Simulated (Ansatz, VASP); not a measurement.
# One calculation of TiOs, two programs

```
Ti Os
1.0
     3.08000   -0.01540   -0.01540
    -0.01540    3.08000   -0.01540
    -0.01540   -0.01540    3.08000
Ti Os
1 1
Direct
  0.50000 0.50000 0.50000
  0.00000 0.00000 0.00000
```

Change from the starting cell: equal xy, yz and zx shear strains of -1 %, crystal datasets.

Alike in both runs: task electric field gradients; functional PBEsol; k mesh 13 × 13 × 13; occupations fermi-dirac, width 0.03 eV; no spin polarisation.

|  | VASP | Ansatz |
| --- | --- | --- |
| version | VASP 6.6.1 | Ansatz 0.2.0 |
| potentials or method | VASP PAW PBE potentials, release 64 (Ti_sv, Os), cutoff 520 eV | all-electron PAW with datasets made for the crystal, scalar-relativistic |

|  | VASP | Ansatz | Ansatz less VASP |
| --- | --- | --- | --- |
| pressure (GPa) | -4.6 | -4.5 | +0.09 |
| traceless stress, the component that is largest in VASP (GPa) | 1.28 | 1.28 | -0.001 |
| size of Vzz on the site where it differs most (V/Å²) | 2.0 | 9.5 | +7.55 |

VASP's potentials were made for PBE, not for PBEsol. Ansatz ran all-electron here, and VASP with PAW potentials.

Neither program's run includes spin-orbit coupling.
